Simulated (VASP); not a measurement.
# ScAl: single point with LDA

The system is ScAl.

```xyz
2
Lattice="3.3703 0.0000 0.0000 0.0000 3.3703 0.0000 0.0000 0.0000 3.3703" Properties=species:S:1:pos:R:3 pbc="T T T"
Sc    1.6852    1.6852    2.0602
Al    0.0000    0.0000    0.0000
```

This cell differs from its parent crystal: all Sc atoms moved +0.375 Å, as atom 1 along Cartesian [0 0 1].

| Property | Result |
| --- | --- |
| Program | VASP 6.6.1 |
| Task | single point |
| Functional | LDA |
| Potentials or basis | VASP PAW LDA potentials, release 64 (Sc_sv, Al) |
| Cutoff | 520 eV |
| k mesh | 14 × 14 × 14 |
| Occupations | fermi-dirac, width 0.02 eV |
| Spin | no spin polarisation |
| Dipole correction | no |
| Further INCAR settings | ALGO = Fast; EDIFF = 1e-07; NBANDS = 14 |

The pressure is -0.7 GPa and the largest force is 1.680 eV/Å. The band gap on the k mesh is zero (band 7 reaches 6.05 eV, above the bottom of band 8 at 5.11 eV).

Forces in eV/Å, atoms in the order of the input:
```
Sc   0.000  0.000 -1.680
Al   0.000  0.000  1.680
```

Stress tensor (GPa, compression positive):
```
 0.13  0.00  0.00
 0.00  0.13  0.00
 0.00  0.00 -2.22
```

Levels at points of the mesh, in eV from the Fermi level:
| k point | band 3 | band 4 | band 5 | band 6 | band 7 | band 8 | band 9 | band 10 | band 11 | band 12 |
| --- | --- | --- | --- | --- | --- | --- | --- | --- | --- | --- |
| (0.00, 0.00, 0.00) | -27.68 | -27.68 | -8.33 | -0.76 | -0.71 | 2.55 | 2.55 | 2.61 | 4.03 | 4.03 |
| (0.50, 0.00, 0.00) | -27.68 | -27.66 | -5.56 | -4.40 | 0.19 | 0.62 | 0.93 | 2.89 | 3.79 | 5.80 |
| (0.00, 0.00, 0.50) | -27.66 | -27.66 | -5.66 | -4.36 | 0.13 | 0.84 | 0.84 | 2.82 | 3.87 | 6.49 |
| (0.50, 0.50, 0.00) | -27.84 | -27.66 | -4.74 | -1.75 | -1.75 | -0.66 | 1.70 | 1.70 | 3.71 | 4.54 |
| (0.00, 0.50, 0.50) | -27.84 | -27.65 | -4.58 | -1.89 | -1.76 | -0.60 | 1.30 | 1.56 | 3.68 | 4.78 |
| (0.50, 0.50, 0.50) | -27.82 | -27.82 | -2.73 | -2.40 | -2.40 | -0.30 | 2.85 | 2.85 | 3.18 | 3.75 |

Wall time 2.8 min on 1 thread of Intel(R) Xeon(R) Platinum 8259CL CPU @ 2.50GHz (Skylake/Cascade Lake), on a shared host, peak memory 0.26 GiB.

Caveat: the cell differs from its parent crystal (all Sc atoms moved +0.375 Å, as atom 1 along Cartesian [0 0 1]); forces of over 1 eV/Å act on the atoms, so gaps and moduli don't describe the material at rest.
